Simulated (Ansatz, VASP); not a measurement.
MgI2: VASP beside Ansatz

```
CELL_PARAMETERS angstrom
2.10419 1.21486 7.87065
-2.10419 1.21486 7.87065
0.00000 -2.42971 7.87065
ATOMIC_POSITIONS crystal
Mg 0.00000 0.00000 0.00000
I 0.73748 0.73748 0.73748
I 0.26252 0.26252 0.26252
```

Alike in both runs: functional PBE; k mesh 6 × 6 × 6; occupations gaussian, width 0.02 eV; no spin polarisation.

Ansatz relaxed the structure, and its values are those at the end. VASP's run is a single point on that final structure, the one shown.

```csv
,VASP,Ansatz
version,VASP 6.6.1,Ansatz 0.2.0
potentials or method,"VASP PAW PBE potentials, release 64 (Mg, I), cutoff 520 eV","scalar-relativistic, plane waves, PAW"
valence electrons in the cell,16,44
```

Ansatz gave:

| Quantity | Value |
| --- | --- |
| gap on the k mesh at the Fermi level (eV) | 3.54 |
| least direct gap on the mesh (eV) | 3.72 |
| pressure (GPa) | 0.0 |
| rms of the force components (eV/Å) | 0.001 |

Question: Which values does VASP return?

Answer: gap on the k mesh at the Fermi level (eV): 3.52; least direct gap on the mesh (eV): 3.71; pressure (GPa): 0.0; rms of the force components (eV/Å): 0.004.

With one functional, cell and mesh, what is left measures potentials, basis and numerics. VASP's potentials hold 16 valence electrons a cell and Ansatz's 44, so a difference there can come from the potentials and not from the codes.

Neither program's run includes spin-orbit coupling.
